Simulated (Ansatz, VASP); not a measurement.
**MnCu in VASP and in Ansatz**

Contents of INCAR:

```
PREC     = Accurate       # precision mode
ENCUT    = 600            # plane-wave cutoff, eV
EDIFF    = 1E-6           # SCF threshold, eV
ISMEAR   = 0              # smearing method
SIGMA    = 0.1            # smearing width, eV
LREAL    = False          # projectors in reciprocal space
LASPH    = True           # aspherical terms in the spheres
NELM     = 200            # most SCF steps
ALGO     = Normal         # electronic algorithm
ISIF     = 2              # what is computed and relaxed
LWAVE    = False          # write WAVECAR
LCHARG   = False          # write CHGCAR
ISPIN    = 2              # spin polarisation
MAGMOM   = 4 0            # initial moments
LORBIT   = 11             # projections on sites
LMAXMIX  = 4              # l up to which the mixer works
GGA      = PE             # functional
NBANDS   = 23             # bands
GGA_COMPAT= False
```

The input KPOINTS:

```
regular mesh
0
Gamma
  18 18 18
```

File POSCAR:

```
MnCu
1.0
   -1.8852375568     -1.8852375568     -3.6930058161
   -1.8852375568     -3.6930058161     -1.8852375568
   -3.6930058161     -1.8852375568     -1.8852375568
Mn Cu
1 1
Direct
    0.0000000000      0.0000000000      0.0000000000
    0.5000000000      0.5000000000      0.5000000000
```

Input for Ansatz:

```yaml
crystal:
  lattice:
    - [1.8852375576, 1.8852375576, 3.6930058167]
    - [1.8852375576, 3.6930058167, 1.8852375576]
    - [3.6930058167, 1.8852375576, 1.8852375576]
  atoms:
    - { symbol: Mn, position: [0.0, 0.0, 0.0], spin: 4.0 }
    - { symbol: Cu, position: [0.5, 0.5, 0.5] }
basis:
  ecutwfc: 420
kpoints:
  mp_grid: { grid: [18, 18, 18] }
hamiltonian:
  xc: pbe
scf:
  occupations: { method: gaussian, width: 0.1 }
  lower_state_search: "off"
output:
  forces: true
  stress: true
  eigenvalues: true
  populations: true
magnetization:
  spin_polarized: true
```

Alike in both runs: task single point; functional PBE; k mesh 18 × 18 × 18; occupations gaussian, width 0.1 eV; collinear spin.

|  | VASP | Ansatz |
| --- | --- | --- |
| version | VASP 6.6.1 | Ansatz 0.2.0 |
| potentials or method | VASP PAW PBE potentials, release 64 (Mn_pv, Cu), cutoff 600 eV | scalar-relativistic, plane waves, PAW |
| valence electrons in the cell | 24 | 34 |

VASP gave:

| Property | Result |
| --- | --- |
| gap on the k mesh at the Fermi level (eV) | none |
| pressure (GPa) | 0.6 |
| net moment per atom (μB) | 1.31 |
| size of the moment on the site where the two differ most (μB) | 2.48 |

Task: What did Ansatz give for the same quantities?

Result: gap on the k mesh at the Fermi level (eV): none; pressure (GPa): 0.0; net moment per atom (μB): 1.30; size of the moment on the site where the two differ most (μB): 2.42.

Site moments also hang on the region over which each program counts them. A gap of «none» marks a metal or a gap that the smearing closes. VASP's potentials hold 24 valence electrons a cell and Ansatz's 34, so a difference there can come from the potentials and not from the codes.
